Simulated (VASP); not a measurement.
Wanted: the native input for a VASP 6.6.1 run.

```
Task                   : single point
Functional             : PBE
Potentials or basis    : VASP PAW PBE potentials, release 64 (Mo_sv)
Cutoff                 : 520 eV
k mesh                 : 22 × 22 × 22
Occupations            : gaussian, width 0.15 eV
Spin                   : no spin polarisation
Dipole correction      : no
Further INCAR settings : ALGO = Fast; EDIFF = 1e-06; NBANDS = 13
```

The structure of Mo lies in POSCAR:

```
Mo
1.0
    0.0000000000      2.1878555291      1.8747734029
    2.1878555291      0.0000000000      1.8747734029
    2.1878555291      2.1878555291      0.0000000000
Mo
1
Direct
    0.0000000000      0.0000000000      0.0000000000
```

This cell differs from its parent crystal: volume 17.948 Å^3 an atom, c/a of the conventional cell 0.8569.

These files were run (other wordings do the same):

INCAR

```
SYSTEM = Mo
  PREC = Accurate
  ENCUT = 520
  EDIFF = 1E-6
  ISMEAR = 0
  SIGMA = 0.15
  LREAL = .False.
  LASPH = .True.
  NELM = 60
  ALGO = Fast
  ISIF = 2
  LWAVE = .False.
  LCHARG = .False.
  GGA = PE
  NBANDS = 13
```

KPOINTS

```
Automatic mesh
0
Gamma
  22 22 22
  0 0 0
```

Potentials or basis: VASP PAW PBE potentials, release 64 (Mo_sv).

Command:

```console
$ cat potpaw_PBE.64/Mo_sv/POTCAR > POTCAR
$ mpirun -np 1 vasp_std > vasp.out
```

It gave:

| Property | Result |
| --- | --- |
| Pressure | -22.0 GPa |
| Band gap on the k mesh | zero (band 7 reaches 13.47 eV, above the bottom of band 8 at 9.59 eV) |

It took 67 s on 1 thread of Intel(R) Xeon(R) 6975P-C (Granite Rapids) (shared host), peak memory 0.28 GiB.
